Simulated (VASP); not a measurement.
Input of a VASP 6.6.1 run:

The input INCAR:

```
SYSTEM = Ba
ALGO = Normal
EDIFF = 1E-6
ENCUT = 500
GGA = PS
GGA_COMPAT = .False.
ISIF = 2
ISMEAR = 0
LASPH = .True.
LCHARG = .False.
LREAL = .False.
LWAVE = .False.
NBANDS = 11
NELM = 120
PREC = Accurate
SIGMA = 0.1
```

File KPOINTS:

```
k-points
0
Gamma
  6 6 4
  0 0 0
```

POSCAR

```
Ba
1.0
    3.8545180925      0.0000000000      0.0000000000
   -1.9272590463      3.3381105875      0.0000000000
    0.0000000000      0.0000000000      4.0878339820
Ba
1
Direct
    0.0000000000      0.0000000000      0.0000000000
```

Potentials or basis: VASP PAW PBE potentials, release 64 (Ba_sv).

Launch:

```bash
$ cat potpaw_PBE.64/Ba_sv/POTCAR > POTCAR
$ mpirun -np 1 vasp_std > vasp.out
```

(1) What does it give for the pressure?

(2) Estimate the band gap on the k mesh.

Results:

(1) 1.6 GPa.

(2) zero (bands 5 and 6 overlap by 1.31 eV).

Caveat: the k points lie up to 0.38 Å⁻¹ apart, too coarse for converged energies and pressures of a metal; the cell differs from its parent crystal (Mg replaced by Ba, lengths x 1.315, strained); the PAW data sets were made with another functional, which shifts forces and pressure a little; spin-orbit coupling is left out, which moves the levels of the heavy elements.
